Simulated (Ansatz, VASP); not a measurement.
One calculation of TiO2, two programs

```xyz
6
Lattice="4.5690 0.0000 0.0000 0.0000 4.5690 0.0000 0.0000 0.0000 2.9394" Properties=species:S:1:pos:R:3 pbc="T T T"
Ti    0.0000    0.0000    1.4697
Ti    2.2845    2.2845    0.0000
O     1.3904    1.3904    1.4697
O     0.8940    3.6749    0.0000
O     3.6749    0.8940    0.0000
O     3.1785    3.1785    1.4697
```

Alike in both runs: task single point; functional PBE; dispersion D4; k mesh 6 × 6 × 9; occupations fermi-dirac, width 0.05 eV; no spin polarisation.

|  | VASP | Ansatz |
| --- | --- | --- |
| version | VASP 6.6.1 | Ansatz 0.2.0 |
| potentials or method | VASP PAW PBE potentials, release 64 (Ti_sv, O) | Ansatz PAW |
| plane-wave cutoff (eV) | 520 | 420 |
| valence electrons in the cell | 48 | 48 |

|  | VASP | Ansatz | Ansatz less VASP |
| --- | --- | --- | --- |
| gap on the k mesh at the Fermi level (eV) | 1.89 | 1.92 | +0.028 |
| least direct gap on the mesh (eV) | 1.89 | 1.92 | +0.028 |
| pressure (GPa) | 5.8 | 5.2 | -0.67 |
| traceless stress, the component that is largest in VASP (GPa) | 0.52 | 0.31 | -0.204 |
| rms of the force components (eV/Å) | 0.046 | 0.034 | -0.0122 |

Atom by atom the forces differ by 0.012 eV/Å (rms over components).

Noted on Ansatz's run: odd divisions of the mesh miss points on the zone boundary, where band edges often lie, so the gap on the mesh can be too wide.
